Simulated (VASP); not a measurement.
Crystal: Mo.

```
Mo
1.0
    -1.57500    1.57500    1.57500
     1.57500   -1.57500    1.57500
     1.57500    1.57500   -1.57500
Mo
1
Direct
  0.00000 0.00000 0.00000
```

```yaml
Program: VASP 6.6.1
Task: relaxation of cell and atoms
Functional: LDA
Potentials_or_basis: VASP PAW LDA potentials, release 64 (Mo_sv)
Cutoff: 600 eV
k_mesh: 24 × 24 × 24
Occupations: methfessel-paxton, width 0.1 eV
Spin: no spin polarisation
```

At the start: pressure -9.0 GPa; volume 15.63 Å³/atom.

Where does the relaxation end?

Over 7 steps the energy falls by 14.7 meV/atom and the volume is 15.12 Å³/atom (-3.3 %); space group Im-3m (No. 229, to 0.1 Å) before and after.

Step by step:
```csv
step,energy change (eV),largest force (eV/Å),pressure (GPa),volume (Å³)
1,0.0000,0.0000,-9.01,15.63
2,0.1250,0.0000,34.86,13.72
3,-0.0147,0.0000,-0.40,15.14
4,-0.0147,0.0000,-0.06,15.12
5,-0.0147,0.0000,0.11,15.11
6,-0.0147,0.0000,-0.22,15.13
7,-0.0147,0.0000,0.02,15.12
```

Final structure:
```
Mo
1.0
    -1.55769    1.55769    1.55769
     1.55769   -1.55769    1.55769
     1.55769    1.55769   -1.55769
Mo
1
Direct
  0.00000 0.00000 0.00000
```
